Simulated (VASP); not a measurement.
Input of a VASP 6.6.1 run:

INCAR

```
PREC     = Accurate       # precision mode
ENCUT    = 600            # plane-wave cutoff, eV
EDIFF    = 1E-6           # SCF threshold, eV
ISMEAR   = 0              # smearing method
SIGMA    = 0.1            # smearing width, eV
LREAL    = F              # projectors in reciprocal space
LASPH    = T              # aspherical terms in the spheres
NELM     = 100            # most SCF steps
ALGO     = Normal         # electronic algorithm
ISIF     = 3              # what is computed and relaxed
LWAVE    = F              # write WAVECAR
LCHARG   = F              # write CHGCAR
GGA      = PE             # functional
IVDW     = 12             # dispersion correction
IBRION   = 2              # ionic algorithm
NSW      = 90             # ionic steps
EDIFFG   = -0.02          # ionic threshold
```

Contents of KPOINTS:

```
Automatic mesh
0
Gamma
  18 18 4
```

POSCAR

```
C
1.0
    2.4561701622      0.0000000000      0.0000000000
   -1.2280850811      2.1271057565      0.0000000000
    0.0000000000      0.0000000000      8.5238033600
C
2
Direct
    0.3333333300      0.6666666700      0.0000000000
    0.6666666700      0.3333333300      0.0000000000
```

Potentials or basis: VASP PAW PBE potentials, release 64 (C).

Launch:

```console
$ cat potpaw_PBE.64/C/POTCAR > POTCAR
$ mpirun -np 1 vasp_std > vasp.out
```

**Question.** Predict the relaxed cell.

**Answer.** a = 2.465 Å, b = 2.465 Å, c = 3.574 Å, α = 90.00°, β = 90.00°, γ = 120.00°.

**Question.** What does it give for the dispersion energy per atom?

**Answer.** -0.145 eV.

Final structure:
```yaml
crystal:
  lattice:
    - [2.46474, 0.00000, 0.00000]
    - [-1.23237, 2.13453, 0.00000]
    - [0.00000, 0.00000, 3.57350]
  atoms:
    - { symbol: C, position: [0.33333, 0.66667, 0.00000] }
    - { symbol: C, position: [0.66667, 0.33333, 0.00000] }
```
